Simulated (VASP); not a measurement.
Crystal: NaI.

```
Na I
1.0
     0.00000    3.58097    3.58097
     3.58097    0.00000    3.58097
     3.58097    3.58097    0.00000
Na I
1 1
Direct
  0.00000 0.00000 0.00000
  0.25000 0.25000 0.25000
```

| Quantity | Value |
| --- | --- |
| Program | VASP 6.6.1 |
| Task | relaxation of cell and atoms |
| Functional | r2SCAN |
| Potentials or basis | VASP PAW PBE potentials, release 64 (Na_pv, I) |
| Cutoff | 600 eV |
| k mesh | 6 × 6 × 6 |
| Occupations | fermi-dirac, width 0.02 eV |
| Spin | no spin polarisation |

At the start: pressure -0.4 GPa; volume 45.92 Å³/atom.

**Question.** How do energy, volume and symmetry change on relaxing?

**Answer.** Over 5 steps the energy falls by 2.6 meV/atom and the volume is 44.14 Å³/atom (-3.9 %); space group F-43m (No. 216, to 0.05 Å).

Step by step:
```csv
step,energy change (eV),largest force (eV/Å),pressure (GPa),volume (Å³)
1,0.0000,0.0000,-0.40,91.84
2,-0.0033,0.0000,-0.26,90.34
3,-0.0047,0.0000,-0.13,89.31
4,-0.0050,0.0000,0.14,87.28
5,-0.0053,0.0000,0.00,88.29
```

Final structure:
```xyz
2
Lattice="0.0000 3.5342 3.5342 3.5342 0.0000 3.5342 3.5342 3.5342 0.0000" Properties=species:S:1:pos:R:3 pbc="T T T"
Na    0.0000    0.0000    0.0000
I     1.7671    1.7671    1.7671
```

Caveat: the PAW data sets were made with another functional, which shifts forces and pressure a little.
